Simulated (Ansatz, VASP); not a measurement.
GeW2 in VASP and in Ansatz

```
CELL_PARAMETERS angstrom
0.00000 3.75524 3.75524
3.75524 0.00000 3.75524
3.75524 3.75524 0.00000
ATOMIC_POSITIONS crystal
Ge 0.75000 0.75000 0.75000
Ge 0.50000 0.50000 0.50000
W 0.12500 0.12500 0.12500
W 0.12500 0.12500 0.62500
W 0.12500 0.62500 0.12500
W 0.62500 0.12500 0.12500
```

Alike in both runs: functional PBE; k mesh 10 × 10 × 10; occupations gaussian, width 0.1 eV; no spin polarisation.

Ansatz relaxed the structure, and its values are those at the end. VASP's run is a single point on that final structure, the one shown.

|  | VASP | Ansatz |
| --- | --- | --- |
| version | VASP 6.6.1 | Ansatz 0.2.0 |
| potentials or method | VASP PAW PBE potentials, release 64 (Ge_d, W_sv), cutoff 520 eV | scalar-relativistic, plane waves, PAW |
| valence electrons in the cell | 84 | 84 |

```csv
,VASP,Ansatz,Ansatz less VASP
gap on the k mesh at the Fermi level (eV),none,none,-
pressure (GPa),0.4,0.0,-0.42
```

A gap of «none» marks a metal or a gap that the smearing closes.

Neither program's run includes spin-orbit coupling.
